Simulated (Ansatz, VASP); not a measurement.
This is a calculation of Re for Ansatz 0.2.0.

input.yaml

```yaml
crystal:
  lattice:
    - [2.7663873939, 0.0, 0.0]
    - [-1.3831936969, 2.3957617598, 0.0]
    - [0.0, 0.0, 8.93884516]
  atoms:
    - { symbol: Re, position: [0.6666666667, 0.3333333333, 0.75] }
    - { symbol: Re, position: [0.0, 0.0, 0.5] }
    - { symbol: Re, position: [0.3333333333, 0.6666666667, 0.25] }
    - { symbol: Re, position: [0.0, 0.0, 0.0] }
hamiltonian:
  xc: pbe
  pseudopotentials: { kind: paw }
kpoints:
  mp_grid: { grid: [11, 11, 3] }
scf:
  occupations: { method: gaussian, width: 0.018 }
output:
  forces: true
  stress: true
  eigenvalues: true
```

Potentials or basis: Ansatz PAW.

Run with:

```bash
$ ansatz run input.yaml --threads 2 --pin off --max-ram 5632MiB --backend cpu --events-out ev --progress --plain --runs-dir out
```

Translate it to VASP 6.6.1. Potentials there: VASP PAW PBE potentials, release 64 (Re).

As run (the cutoff follows the program's own potentials):

INCAR

```
  PREC = Accurate
  ENCUT = 520
  EDIFF = 1E-6
  ISMEAR = 0
  SIGMA = 0.018000000000000002
  LREAL = F
  LASPH = T
  NELM = 100
  ALGO = Fast
  ISIF = 2
  LWAVE = F
  LCHARG = F
  GGA = PE
  NBANDS = 22
```

KPOINTS

```
Automatic mesh
0
Gamma
  11 11 3
```

POSCAR

```
Re
1.0
    2.7663873939      0.0000000000      0.0000000000
   -1.3831936969      2.3957617598      0.0000000000
    0.0000000000      0.0000000000      8.9388451600
Re
4
Direct
    0.6666666667      0.3333333333      0.7500000000
    0.0000000000      0.0000000000      0.5000000000
    0.3333333333      0.6666666667      0.2500000000
    0.0000000000      0.0000000000      0.0000000000
```

Potentials or basis: VASP PAW PBE potentials, release 64 (Re).

Command:

```sh
$ cat potpaw_PBE.64/Re/POTCAR > POTCAR
$ mpirun -np 1 vasp_std > vasp.out
```

Both were run:

|  | VASP | Ansatz | Ansatz less VASP |
| --- | --- | --- | --- |
| gap on the k mesh at the Fermi level (eV) | none | none | - |
| pressure (GPa) | 2.9 | 3.4 | +0.47 |
| traceless stress, the component that is largest in VASP (GPa) | 0.49 | 0.49 | +0.002 |

A gap of «none» marks a metal or a gap that the smearing closes. With one functional, cell and mesh, what is left measures potentials, basis and numerics. VASP's potentials hold 28 valence electrons a cell and Ansatz's 60, so a difference there can come from the potentials and not from the codes.

Spin-orbit coupling is off throughout.
